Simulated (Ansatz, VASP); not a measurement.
**Two plane-wave programs on PbSe**

File INCAR:

```
ALGO = Normal
EDIFF = 1E-8
ENCUT = 520
GGA = PS
ISIF = 2
ISMEAR = -1
LASPH = T
LCHARG = F
LEFG = T
LREAL = F
LWAVE = F
NBANDS = 17
NELM = 60
PREC = Accurate
SIGMA = 0.02
```

KPOINTS

```
k-points
0
Gamma
  7 7 7
```

POSCAR

```
PbSe
1.0
    0.0000000000      3.0415980385      3.0415980385
    3.0415980385      0.0000000000      3.0415980385
    3.0415980385      3.0415980385      0.0000000000
Pb Se
1 1
Direct
    0.0000000000      0.0000000000      0.0000000000
    0.5000000000      0.5000000000      0.5000000000
```

Input for Ansatz:

```yaml
crystal:
  lattice:
    - [0.0, 3.0415980385, 3.0415980385]
    - [3.0415980385, 0.0, 3.0415980385]
    - [3.0415980385, 3.0415980385, 0.0]
  atoms:
    - { symbol: Pb, position: [0.0, 0.0, 0.0] }
    - { symbol: Se, position: [0.5, 0.5, 0.5] }
kpoints:
  mp_grid: { grid: [7, 7, 7] }
scf:
  occupations: { method: fermi_dirac, width: 0.02 }
hamiltonian:
  xc: pbesol
  pseudopotentials: { kind: paw }
output:
  forces: true
  stress: true
  eigenvalues: true
  efg: { contact_densities: true }
```

Change from the starting cell: volume scaled by 0.98, PAW files.

Alike in both runs: task electric field gradients; functional PBEsol; k mesh 7 × 7 × 7; occupations fermi-dirac, width 0.02 eV; no spin polarisation.

|  | VASP | Ansatz |
| --- | --- | --- |
| version | VASP 6.6.1 | Ansatz 0.2.0 |
| potentials or method | VASP PAW PBE potentials, release 64 (Pb_d, Se) | PAW with Ansatz's default frozen-core files, scalar-relativistic |
| plane-wave cutoff (eV) | 520 | 420 |
| valence electrons in the cell | 20 | 30 |

|  | VASP | Ansatz | Ansatz less VASP |
| --- | --- | --- | --- |
| pressure (GPa) | 0.4 | 0.4 | 0.00 |

VASP's potentials were made for PBE, not for PBEsol. VASP's potentials hold 20 valence electrons a cell and Ansatz's 30, so a difference there can come from the potentials and not from the codes.

Spin-orbit coupling is off throughout.
